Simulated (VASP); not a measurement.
TaN:

```
CELL_PARAMETERS angstrom
0.00000 2.21132 2.21132
2.21132 0.00000 2.21132
2.21132 2.21132 0.00000
ATOMIC_POSITIONS crystal
Ta 0.50000 0.50000 0.50000
N 0.00000 0.00000 0.00000
```

* Program: VASP 6.6.1
* Task: relaxation of cell and atoms
* Functional: LDA
* Potentials or basis: VASP PAW LDA potentials, release 64 (Ta_pv, N)
* Cutoff: 600 eV
* k mesh: 10 × 10 × 10
* Occupations: fermi-dirac, width 0.05 eV
* Spin: no spin polarisation

At the start: pressure -15.5 GPa; volume 10.81 Å³/atom.

**Question.** Where does the relaxation end?

**Answer.** Over 4 steps the energy falls by 24.5 meV/atom and the volume is 10.33 Å³/atom (-4.5 %); space group Fm-3m (No. 225, to 0.05 Å).

Step by step:
```
step  energy change (eV)  largest force (eV/Å)  pressure (GPa)  volume (Å³)
   1              0.0000                0.0000          -15.54        21.63
   2              0.2703                0.0000           52.66        18.51
   3             -0.0490                0.0000           -0.66        20.69
   4             -0.0491                0.0000           -0.14        20.66
```

Final structure:
```yaml
crystal:
  lattice:
    - [0.00000, 2.17796, 2.17796]
    - [2.17796, 0.00000, 2.17796]
    - [2.17796, 2.17796, 0.00000]
  atoms:
    - { symbol: Ta, position: [0.50000, 0.50000, 0.50000] }
    - { symbol: N, position: [0.00000, 0.00000, 0.00000] }
```
